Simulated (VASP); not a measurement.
# AlN (F-43m) in VASP: settings compared

AlN is run at these levels: BLYP+D3(BJ), PBE, PBEsol+D4; tasks: single point.

All numbers are computed with VASP 6.6.1; they aren't measurements. Logs are shortened: lines on timing, memory, paths and dates and some standing lists are left out, and cuts for length are marked.

## 1. The cell of the first run

The structure is cubic, space group F-43m (No. 216). Conventional cell: a = 4.368 Å, b = 4.368 Å, c = 4.368 Å, α = 90.00°, β = 90.00°, γ = 90.00°. Within 2.5 Å of Al (site symmetry -43m) lie 4 N at 1.89 Å. Within 2.5 Å of N (site symmetry -43m) lie 4 Al at 1.89 Å.

## 2. Single point, BLYP+D3(BJ)

Contents of INCAR:

```
SYSTEM = AlN
AGGAC = 1.0
AGGAX = 1.0
ALDAC = 0.0
ALDAX = 1.0
ALGO = Normal
EDIFF = 1E-6
ENCUT = 520
GGA = B5
ISIF = 2
ISMEAR = -1
IVDW = 12
LASPH = .TRUE.
LCHARG = .TRUE.
LELF = .TRUE.
LREAL = .FALSE.
LVHAR = .TRUE.
LWAVE = .FALSE.
NBANDS = 11
NELM = 100
PREC = Accurate
SIGMA = 0.05
VDW_A1 = 0.4298
VDW_A2 = 4.2359
VDW_S6 = 1.0
VDW_S8 = 2.6996
```

Contents of KPOINTS:

```
k-points
0
G
  10 10 10
  0 0 0
```

Contents of POSCAR:

```
AlN
1.0
    0.0000000000      2.1839935596      2.1839935596
    2.1839935596      0.0000000000      2.1839935596
    2.1839935596      2.1839935596      0.0000000000
Al N
1 1
Direct
    0.0000000000      0.0000000000      0.0000000000
    0.2500000000      0.2500000000      0.2500000000
```

Potentials or basis: VASP PAW PBE potentials, release 64 (Al, N).

The run is started by

```console
cat potpaw_PBE.64/Al/POTCAR potpaw_PBE.64/N/POTCAR > POTCAR
mpirun -np 1 vasp_std > vasp.out
```

OUTCAR:

```text
SYSTEM = AlN
   EDIFF = 1E-6
   ENCUT = 520
   GGA = B5
   ISIF = 2
   ISMEAR = -1
   IVDW = 12
   LASPH = .TRUE.
   LREAL = .FALSE.
   NELM = 100
   PREC = Accurate
 IVDW          = 12

 ion  position               nearest neighbor table
   1  0.000  0.000  0.000-   2 1.89   2 1.89   2 1.89   2 1.89
   2  0.250  0.250  0.250-   1 1.89   1 1.89   1 1.89   1 1.89

  LATTYP: Found a face centered cubic cell.
 ALAT       =     4.3679871192

  Lattice vectors:

 A1 = (   0.0000000000,   2.1839935596,   2.1839935596)
 A2 = (   2.1839935596,   0.0000000000,   2.1839935596)
 A3 = (   2.1839935596,   2.1839935596,   0.0000000000)

Analysis of symmetry for initial positions (statically):
=====================================================================
 Subroutine PRICEL returns:
 Original cell was already a primitive cell.

 Routine SETGRP: Setting up the symmetry group for a
 face centered cubic supercell.

 Subroutine GETGRP returns: Found 24 space group operations
 (whereof 24 operations were pure point group operations)
 out of a pool of 48 trial point group operations.

The static configuration has the point symmetry T_d .

Analysis of symmetry for dynamics (positions and initial velocities):
=====================================================================
 Subroutine PRICEL returns:
 Original cell was already a primitive cell.

 Routine SETGRP: Setting up the symmetry group for a
 face centered cubic supercell.

 Subroutine GETGRP returns: Found 24 space group operations
 (whereof 24 operations were pure point group operations)
 out of a pool of 48 trial point group operations.

The dynamic configuration has the point symmetry T_d .

 Subroutine INISYM returns: Found 24 space group operations
 (whereof 24 operations are pure point group operations),
 and found     1 'primitive' translations

----------------------------------------------------------------------------------------

                                     Primitive cell

  volume of cell :      20.8345

  direct lattice vectors                    reciprocal lattice vectors
     0.000000000  2.183993560  2.183993560    -0.228938404  0.228938404  0.228938404
     2.183993560  0.000000000  2.183993560     0.228938404 -0.228938404  0.228938404
     2.183993560  2.183993560  0.000000000     0.228938404  0.228938404 -0.228938404

  length of vectors
     3.088633312  3.088633312  3.088633312     0.396532948  0.396532948  0.396532948

  position of ions in fractional coordinates (direct lattice)
     0.000000000  0.000000000  0.000000000
     0.250000000  0.250000000  0.250000000

  ion indices of the primitive-cell ions
   primitive index   ion index
                 1           1
                 2           2

----------------------------------------------------------------------------------------

 KPOINTS: k-points

Automatic generation of k-mesh.
 Grid dimensions read from file:
 generate k-points for:   10   10   10

 Generating k-lattice:

  Cartesian coordinates                     Fractional coordinates (reciprocal lattice)
    -0.022893840  0.022893840  0.022893840     0.100000000  0.000000000  0.000000000
     0.022893840 -0.022893840  0.022893840     0.000000000  0.100000000  0.000000000
     0.022893840  0.022893840 -0.022893840     0.000000000  0.000000000  0.100000000

  Length of vectors
     0.039653295  0.039653295  0.039653295

  Shift w.r.t. Gamma in fractional coordinates (k-lattice)
     0.000000000  0.000000000  0.000000000

 Subroutine IBZKPT returns following result:
 ===========================================

 Found     47 irreducible k-points:

 Following reciprocal coordinates:
            Coordinates               Weight
  0.000000  0.000000  0.000000      1.000000
  0.100000  0.000000  0.000000      8.000000
  0.200000  0.000000  0.000000      8.000000
  0.300000  0.000000  0.000000      8.000000
  0.400000  0.000000  0.000000      8.000000
  0.500000  0.000000  0.000000      4.000000
[... 16 lines left out ...]
  0.300000  0.300000  0.000000      6.000000
  0.400000  0.300000  0.000000     24.000000
 [... further k-points ...]
   k-points           NKPTS =     47   k-points in BZ     NKDIM =     47   number of bands    NBANDS=     11
   number of dos      NEDOS =    301   number of ions     NIONS =      2
   total plane-waves  NPLWV =  13824
   dimension x,y,z NGX =    24 NGY =   24 NGZ =   24
   dimension x,y,z NGXF=    48 NGYF=   48 NGZF=   48
   ions per type =               1   1
   NGX,Y,Z   is equivalent  to a cutoff of  12.92, 12.92, 12.92 a.u.
   NGXF,Y,Z  is equivalent  to a cutoff of  25.84, 25.84, 25.84 a.u.
 SYSTEM =  AlN
   PREC   = accura    normal or accurate (medium, high low for compatibility)
   ISTART =      0    job   : 0-new  1-cont  2-samecut
   ICHARG =      2    charge: 1-file 2-atom 10-const
   ISPIN  =      1    spin polarized calculation?
   LNONCOLLINEAR =      F non collinear calculations
   LSORBIT =      F    spin-orbit coupling
   LASPH  =      T    aspherical Exc in radial PAW
   ENCUT  =  520.0 eV  38.22 Ry    6.18 a.u.   5.74  5.74  5.74*2*pi/ulx,y,z
   NELM   =    100;   NELMIN=  2; NELMDL= -5     # of ELM steps
   EDIFF  = 0.1E-05   stopping-criterion for ELM
   LREAL  =      F    real-space projection
   EDIFFG = 0.1E-04   stopping-criterion for IOM
   NSW    =      0    number of steps for IOM
   IBRION =     -1    ionic relax: 0-MD 1-quasi-New 2-CG
   NFREE  =      0    steps in history (QN), initial steepest desc. (CG)
   ISIF   =      2    stress and relaxation
   ISYM   =      2    0-nonsym 1-usesym 2-fastsym
   POTIM  = 0.5000    time-step for ionic-motion
   TEBEG  =    0.0;   TEEND  =   0.0 temperature during run
   PSTRESS=    0.0 pullay stress
   NELECT =       8.0000    total number of electrons
   NUPDOWN=      -1.0000    fix difference up-down
   EMIN   =  10.00;   EMAX   =-10.00  energy-range for DOS
   EFERMI =   0.00;   METHOD = LEGACY
   ISMEAR =    -1;   SIGMA  =   0.05  broadening in eV -4-tet -1-fermi 0-gaus
   EFERMI_NEDOS =   21; number of points for ismear=-14 and -15
   IALGO  =     38    algorithm
   IMIX   =      4    mixing-type and parameters
     AMIX     =   0.40;   BMIX     =  1.00
     AMIX_MAG =   1.60;   BMIX_MAG =  1.00
  volume/ion in A,a.u.               =      10.42        70.30
  Fermi-wavevector in a.u.,A,eV,Ry     =   1.189899  2.248583 19.263943  1.415860
  Thomas-Fermi vector in A             =   2.325996
   LORBIT       =      0    0 simple, 1 ext, 2 COOP (PROOUT), +10 PAW based schemes
   GGA     = B5    functional components
   LHFCALC =     F    Hartree Fock is set to
   AEXX    =    0.0000 exact exchange contribution
   IVDW    =    12    specifies the selected vdW correction
   LEPSILON=     F    determine dielectric tensor
   LRPA    =     F    only Hartree local field effects (RPA)
 non-spin polarized calculation
  energy-cutoff  :      520.00
  volume of cell :       20.83
 maximum number of plane-waves:       571
   NGX = 11   NGY = 11   NGZ = 11

 number of electron       8.0000000 magnetization

 Free energy of the ion-electron system (eV)
  ---------------------------------------------------
  ext. energy  EPLUGINS =         0.00000000
  ---------------------------------------------------
  free energy    TOTEN  =       -13.87842574 eV

  energy without entropy =      -13.87842574  energy(sigma->0) =      -13.87842574

 E-fermi :   7.4421     XC(G=0): -10.3051

 val. band max:        6.3736439830   @ k =   0.0000   0.0000   0.0000
 cond. band min:      10.0448080049   @ k =   0.5000   0.5000   0.0000
 fundamental gap:      3.6711640219
 Fermi energy:         7.4421467110

 k-point     1 :       0.0000    0.0000    0.0000
  band No.  band energies     occupation
      1      -8.5060      2.00000
      2       6.3736      2.00000
      3       6.3736      2.00000
      4       6.3736      2.00000
      5      10.8535      0.00000
      6      18.9912      0.00000
      7      18.9912      0.00000
      8      18.9912      0.00000
      9      24.1634      0.00000
     10      24.1634      0.00000
     11      25.7229      0.00000

 k-point     2 :       0.1000    0.0000    0.0000
  band No.  band energies     occupation
      1      -8.3613      2.00000
      2       5.5983      2.00000
      3       6.3224      2.00000
      4       6.3224      2.00000
      5      11.4835      0.00000
      6      18.6168      0.00000
      7      19.1234      0.00000
      8      19.1234      0.00000
      9      22.9733      0.00000
     10      22.9733      0.00000
     11      25.0050      0.00000

 k-point     3 :       0.2000    0.0000    0.0000
  band No.  band energies     occupation
      1      -7.9497      2.00000
      2       4.0321      2.00000
      3       6.1946      2.00000
      4       6.1946      2.00000
      5      12.5835      0.00000
      6      17.8528      0.00000
      7      19.0747      0.00000
      8      19.0747      0.00000
      9      22.4374      0.00000
     10      22.4374      0.00000
     11      24.1541      0.00000

 k-point     4 :       0.3000    0.0000    0.0000
  band No.  band energies     occupation
      1      -7.3528      2.00000
      2       2.4119      2.00000
      3       6.0478      2.00000
      4       6.0478      2.00000
      5      13.4115      0.00000
      6      17.1550      0.00000
      7      18.4526      0.00000
      8      18.4526      0.00000
      9      23.4616      0.00000
     10      23.4616      0.00000
     11      23.9321      0.00000

 k-point     5 :       0.4000    0.0000    0.0000
  band No.  band energies     occupation
      1      -6.7578      2.00000
      2       1.1463      2.00000
      3       5.9370      2.00000
      4       5.9370      2.00000
      5      13.8169      0.00000
      6      16.6859      0.00000
      7      17.8724      0.00000
      8      17.8724      0.00000
      9      24.3107      0.00000
     10      25.2727      0.00000
     11      25.2727      0.00000
[... 211 lines left out ...]
 k-point    21 :      -0.3000    0.2000    0.0000
  band No.  band energies     occupation
      1      -6.6044      2.00000
      2       1.8783      2.00000
      3       4.2232      2.00000
      4       5.8589      2.00000
      5      14.5388      0.00000
      6      15.5979      0.00000
      7      18.2487      0.00000
      8      18.8140      0.00000
      9      22.8941      0.00000
     10      25.1978      0.00000
     11      27.9217      0.00000

 k-point    22 :      -0.2000    0.2000    0.0000
  band No.  band energies     occupation
      1      -7.1563      2.00000
      2       2.7118      2.00000
      3       4.7166      2.00000
      4       6.1191      2.00000
      5      14.1653      0.00000
      6      16.5029      0.00000
      7      17.8902      0.00000
      8      18.9912      0.00000
      9      21.4931      0.00000
     10      24.9368      0.00000
     11      27.9683      0.00000

 k-point    23 :       0.3000    0.3000    0.0000
  band No.  band energies     occupation
      1      -6.9804      2.00000
      2       2.9354      2.00000
      3       5.1540      2.00000
      4       5.1540      2.00000
      5      12.0025      0.00000
      6      16.2281      0.00000
      7      18.3897      0.00000
      8      20.9497      0.00000
      9      20.9497      0.00000
     10      26.8616      0.00000
     11      30.3754      0.00000

 k-point    24 :       0.4000    0.3000    0.0000
  band No.  band energies     occupation
      1      -6.5243      2.00000
      2       2.3049      2.00000
      3       4.7046      2.00000
      4       4.9922      2.00000
      5      11.6015      0.00000
      6      16.0729      0.00000
      7      18.7239      0.00000
      8      21.0485      0.00000
      9      21.5600      0.00000
     10      27.7882      0.00000
     11      30.1232      0.00000

 [... further k-points ...]

------------------------ aborting loop because EDIFF is reached ----------------------------------------

 Edisp (eV)   -1.17193

 E8    (eV) :    -0.8178

  FORCE on cell =-STRESS in cart. coord.  units (eV):
  Direction    XX          YY          ZZ          XY          YZ          ZX
  --------------------------------------------------------------------------------------
  -------------------------------------------------------------------------------------
  Total      -0.13686    -0.13686    -0.13686     0.00000     0.00000    -0.00000
  in kB     -10.52472   -10.52472   -10.52472     0.00000     0.00000    -0.00000
  external pressure =      -10.52 kB  Pullay stress =        0.00 kB

 VOLUME and BASIS-vectors are now :
 -----------------------------------------------------------------------------
  energy-cutoff  :      520.00
  volume of cell :       20.83
      direct lattice vectors                 reciprocal lattice vectors
     0.000000000  2.183993560  2.183993560    -0.228938404  0.228938404  0.228938404
     2.183993560  0.000000000  2.183993560     0.228938404 -0.228938404  0.228938404
     2.183993560  2.183993560  0.000000000     0.228938404  0.228938404 -0.228938404

 POSITION                                       TOTAL-FORCE (eV/Angst)
 -----------------------------------------------------------------------------------
      0.00000      0.00000      0.00000        -0.000000     -0.000000     -0.000000
      1.09200      1.09200      1.09200         0.000000      0.000000      0.000000
 -----------------------------------------------------------------------------------
    total drift:                               -0.000000     -0.000000     -0.000000

  FREE ENERGIE OF THE ION-ELECTRON SYSTEM (eV)
  ---------------------------------------------------
  free  energy   TOTEN  =       -15.0503545239 eV

  energy  without entropy=      -15.0503545239  energy(sigma->0) =      -15.05035452
```

Wall time 21 s (1 thread of Intel Xeon 8259CL, shared host); peak memory 0.15 GiB.

Results:

* Free energy: -15.0504 eV
* Pressure: -1.1 GPa
* Band gap on the k mesh: 3.67 eV, indirect (least direct gap 4.48 eV)
* Dispersion energy per atom: -0.586 eV

Levels at points of the mesh, in eV from the valence-band top:
```tsv
k point	band 1	band 2	band 3	band 4	band 5	band 6	band 7	band 8
(0.00, 0.00, 0.00)	-14.88	0.00	0.00	0.00	4.48	12.62	12.62	12.62
(0.50, 0.00, 0.00)	-12.86	-5.73	-0.48	-0.48	7.55	10.14	11.28	11.28
(0.50, 0.50, 0.00)	-12.23	-4.83	-1.75	-1.75	3.67	8.79	14.02	15.82
```

Caveat: the PAW data sets were made with another functional, which shifts forces and pressure a little. A k mesh can miss the band edges.

## 3. Single point, PBE

Contents of INCAR:

```
SYSTEM = AlN
PREC = Accurate
ENCUT = 520
EDIFF = 1E-6
ISMEAR = -1
SIGMA = 0.05
LREAL = .False.
LASPH = .True.
NELM = 100
ALGO = Normal
ISIF = 2
LWAVE = .False.
LCHARG = .False.
GGA = PE
NBANDS = 11
```

Contents of KPOINTS:

```
regular mesh
0
Gamma
  6 6 6
  0 0 0
```

POSCAR is that of step 2.

Potentials or basis: VASP PAW PBE potentials, release 64 (Al, N).

The run is started by

```console
cat potpaw_PBE.64/Al/POTCAR potpaw_PBE.64/N/POTCAR > POTCAR
mpirun -np 1 vasp_std > vasp.out
```

OUTCAR:

```text
SYSTEM = AlN
   PREC = Accurate
   ENCUT = 520
   EDIFF = 1E-6
   ISMEAR = -1
   LREAL = .False.
   LASPH = .True.
   NELM = 100
   ISIF = 2
   GGA = PE

 ion  position               nearest neighbor table
   1  0.000  0.000  0.000-   2 1.89   2 1.89   2 1.89   2 1.89
   2  0.250  0.250  0.250-   1 1.89   1 1.89   1 1.89   1 1.89

  LATTYP: Found a face centered cubic cell.
 ALAT       =     4.3679871192

  Lattice vectors:

 A1 = (   0.0000000000,   2.1839935596,   2.1839935596)
 A2 = (   2.1839935596,   0.0000000000,   2.1839935596)
 A3 = (   2.1839935596,   2.1839935596,   0.0000000000)

Analysis of symmetry for initial positions (statically):
=====================================================================
 Subroutine PRICEL returns:
 Original cell was already a primitive cell.

 Routine SETGRP: Setting up the symmetry group for a
 face centered cubic supercell.

 Subroutine GETGRP returns: Found 24 space group operations
 (whereof 24 operations were pure point group operations)
 out of a pool of 48 trial point group operations.

The static configuration has the point symmetry T_d .
[... 159 lines left out ...]
  band No.  band energies     occupation
      1      -9.0089      2.00000
      2       5.9724      2.00000
      3       5.9724      2.00000
      4       5.9724      2.00000
      5      10.1674      0.00000
      6      18.5307      0.00000
      7      18.5307      0.00000
      8      18.5307      0.00000
      9      23.6591      0.00000
     10      23.6591      0.00000
     11      25.0611      0.00000
[... 197 lines left out ...]
 k-point    16 :      -0.3333    0.5000    0.1667
  band No.  band energies     occupation
      1      -6.2829      2.00000
      2       1.6591      2.00000
      3       3.1932      2.00000
      4       3.4710      2.00000
      5      11.2191      0.00000
      6      16.2859      0.00000
      7      18.9567      0.00000
      8      18.9961      0.00000
      9      22.5455      0.00000
     10      26.1878      0.00000
     11      30.5485      0.00000

------------------------ aborting loop because EDIFF is reached ----------------------------------------

  FORCE on cell =-STRESS in cart. coord.  units (eV):
  Direction    XX          YY          ZZ          XY          YZ          ZX
  --------------------------------------------------------------------------------------
  -------------------------------------------------------------------------------------
  Total        0.5953348      0.5953348      0.5953348      0.0000000      0.0000000     -0.0000000
  in kB       45.7812629     45.7812629     45.7812629      0.0000000      0.0000000     -0.0000000
  external PRESSURE =      45.7812629 kB  Pullay stress =       0.0000000 kB

 VOLUME and BASIS-vectors are now :
 -----------------------------------------------------------------------------
  energy-cutoff  :      520.00
  volume of cell :       20.83
      direct lattice vectors                 reciprocal lattice vectors
     0.000000000  2.183993560  2.183993560    -0.228938404  0.228938404  0.228938404
     2.183993560  0.000000000  2.183993560     0.228938404 -0.228938404  0.228938404
     2.183993560  2.183993560  0.000000000     0.228938404  0.228938404 -0.228938404

 POSITION                                       TOTAL-FORCE (eV/Angst)
 -----------------------------------------------------------------------------------
      0.00000      0.00000      0.00000         0.000000      0.000000     -0.000000
      1.09200      1.09200      1.09200        -0.000000     -0.000000      0.000000
 -----------------------------------------------------------------------------------
    total drift:                                0.000000      0.000000      0.000000

  FREE ENERGIE OF THE ION-ELECTRON SYSTEM (eV)
  ---------------------------------------------------
  free  energy   TOTEN  =       -14.8386139088 eV

  energy  without entropy=      -14.8386139087  energy(sigma->0) =      -14.83861391
```

Run time: 5.7 s. Hardware: 1 thread of Intel Xeon 8259CL, shared host; peak memory 0.13 GiB.

What came out:

| Property | Result |
| --- | --- |
| Free energy | -14.8386 eV |
| Pressure | 4.6 GPa |
| Band gap on the k mesh | 3.32 eV, indirect (least direct gap 4.20 eV) |

Levels at points of the mesh, in eV from the valence-band top:
```tsv
k point	band 1	band 2	band 3	band 4	band 5	band 6	band 7	band 8	band 9
(0.00, 0.00, 0.00)	-14.98	0.00	0.00	0.00	4.20	12.56	12.56	12.56	17.69
(0.50, 0.00, 0.00)	-12.93	-5.86	-0.48	-0.48	7.38	9.86	11.14	11.14	17.99
(0.50, 0.50, 0.00)	-12.30	-4.90	-1.77	-1.77	3.32	8.61	13.96	15.73	15.73
```

[end of part 1 of 2]
